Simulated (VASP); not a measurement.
A run of VASP 6.6.1:

POSCAR

```
LaGa2
1.0
    4.2467655132      0.0000000000      0.0000000000
   -2.1233827566      3.6778070696      0.0000000000
    0.0000000000      0.0000000000      4.3411380801
La Ga
1 2
Direct
    0.0000000000      0.0000000000      0.0000000000
    0.3333333333      0.6666666667      0.5000000000
    0.6666666667      0.3333333333      0.5000000000
```

Contents of INCAR.step1:

```
SYSTEM = LaGa2
PREC = Accurate ; ENCUT = 520
ISMEAR = -1 ; SIGMA = 0.1
LREAL = .False. ; LASPH = .True.
NELM = 100 ; NBANDS = 26
GGA = PE ; ALGO = Normal
EDIFF = 1E-4 ; LWAVE = .True.
LCHARG = .False.
```

File INCAR.step2:

```
SYSTEM = LaGa2
PREC = Accurate ; ENCUT = 520
EDIFF = 1E-6 ; ISMEAR = -1
SIGMA = 0.1 ; LREAL = .False.
LASPH = .True. ; NELM = 100
ALGO = Normal ; ISIF = 2
LWAVE = .False. ; LCHARG = .False.
METAGGA = R2SCAN ; LMIXTAU = .True.
NBANDS = 26 ; ISTART = 1
```

KPOINTS

```
Automatic mesh
0
Gamma
  8 8 7
  0 0 0
```

Potentials or basis: VASP PAW PBE potentials, release 64 (La, Ga_d).

Run with:

```console
$ cat potpaw_PBE.64/La/POTCAR potpaw_PBE.64/Ga_d/POTCAR > POTCAR
$ cp INCAR.step1 INCAR
$ mpirun -np 1 vasp_std > vasp.out
$ cp INCAR.step2 INCAR
$ mpirun -np 1 vasp_std > vasp.out
```

Hardware: 1 thread of Intel Xeon 8259CL, on a shared host.

Q: Estimate the wall time of this run.

A: It took 3.6 min on 1 thread of Intel Xeon 8259CL, with other jobs on the host, peak memory 0.25 GiB. Counts: k points 40.
